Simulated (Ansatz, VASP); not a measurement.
C: VASP beside Ansatz

Contents of INCAR:

```
ALGO     = Normal         # electronic algorithm
EDIFF    = 1E-6           # SCF threshold, eV
ENCUT    = 910            # plane-wave cutoff, eV
GGA_COMPAT= False        
ISIF     = 2              # what is computed and relaxed
ISMEAR   = 0              # smearing method
LASPH    = True           # aspherical terms in the spheres
LCHARG   = False          # write CHGCAR
LREAL    = False          # projectors in reciprocal space
LWAVE    = False          # write WAVECAR
NBANDS   = 11             # bands
NELM     = 120            # most SCF steps
PREC     = Accurate       # precision mode
SIGMA    = 0.05           # smearing width, eV
```

The input KPOINTS:

```
k-points
0
Gamma
  12 12 12
```

File POSCAR:

```
C
1.0
    0.0000000000      1.8827523762      1.7966710835
    1.6178868602      0.0000000000      1.7966710835
    1.6178868602      1.8827523762      0.0000000000
C
2
Direct
    0.5000000000      0.5000000000      0.5000000000
    0.7500000000      0.7500000000      0.7500000000
```

Input for Ansatz:

```yaml
crystal:
  lattice:
    - [0.0, 1.8827523762, 1.7966710835]
    - [1.6178868602, 0.0, 1.7966710835]
    - [1.6178868602, 1.8827523762, 0.0]
  atoms:
    - { symbol: C, position: [0.5, 0.5, 0.5] }
    - { symbol: C, position: [0.75, 0.75, 0.75] }
basis:
  ecutwfc: 520.0
kpoints:
  mp_grid: { grid: [12, 12, 12] }
hamiltonian:
  xc: lda
  pseudopotentials: { kind: paw, azcp: { folder: soft_1 } }
scf:
  occupations: { method: gaussian, width: 0.05 }
output:
  forces: true
  stress: true
  eigenvalues: true
```

Change from the starting cell: strain +e along x and -e along y -0.0750, strain +e along z and -e/2 along x and y +0.0175.

Alike in both runs: task single point; functional LDA; k mesh 12 × 12 × 12; occupations gaussian, width 0.05 eV; no spin polarisation.

|  | VASP | Ansatz |
| --- | --- | --- |
| version | VASP 6.6.1 | Ansatz 0.2.0 |
| potentials or method | VASP PAW LDA potentials, release 64 (C_h), cutoff 910 eV | scalar-relativistic, plane waves, PAW |
| valence electrons in the cell | 8 | 8 |

VASP gave:

```
gap on the k mesh at the Fermi level (eV) : 1.05
least direct gap on the mesh (eV)         : 3.61
```

Task: Which values does Ansatz return?

Result: gap on the k mesh at the Fermi level (eV): 1.06; least direct gap on the mesh (eV): 3.60.

Ansatz warns that its potentials were made for another functional, while VASP's fit it. LDA's correlation is that of Perdew and Zunger in VASP and of Perdew and Wang (1992) in Ansatz.

Noted on VASP's run: the cutoff is short for stress, so the pressure is rough.
